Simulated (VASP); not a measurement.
The system is Sn.

```
Sn
1.0
     0.00000    3.23334    3.23334
     3.23334    0.00000    3.23334
     3.23334    3.23334    0.00000
Sn
2
Direct
  0.75000 0.75000 0.75000
  0.50000 0.50000 0.50000
```

This isn't the form of Sn at room conditions, which is tetragonal (white tin).

* Program: VASP 6.6.1
* Task: relaxation of cell and atoms
* Functional: RPBE
* Dispersion: D4
* Potentials or basis: VASP PAW PBE potentials, release 64 (Sn_d)
* Cutoff: 600 eV
* k mesh: 7 × 7 × 7
* Occupations: fermi-dirac, width 0.05 eV
* Spin: no spin polarisation

At the start: pressure 1.9 GPa; volume 33.80 Å³/atom.

**Question.** How do energy, volume and symmetry change on relaxing?

**Answer.** Over 3 steps the energy falls by 8.6 meV/atom and the volume is 35.30 Å³/atom (+4.4 %); space group Fd-3m (No. 227, to 0.1 Å) before and after.

Step by step:
| step | energy change (eV) | largest force (eV/Å) | pressure (GPa) | volume (Å³) |
| --- | --- | --- | --- | --- |
| 1 | 0.0000 | 0.0000 | 1.93 | 67.61 |
| 2 | -0.0154 | 0.0000 | -0.56 | 71.67 |
| 3 | -0.0173 | 0.0000 | 0.00 | 70.61 |

Final structure:
```
Sn
1.0
     0.00000    3.28047    3.28047
     3.28047    0.00000    3.28047
     3.28047    3.28047    0.00000
Sn
2
Direct
  0.75000 0.75000 0.75000
  0.50000 0.50000 0.50000
```

Caveat: the PAW data sets were made with another functional, which shifts forces and pressure a little.
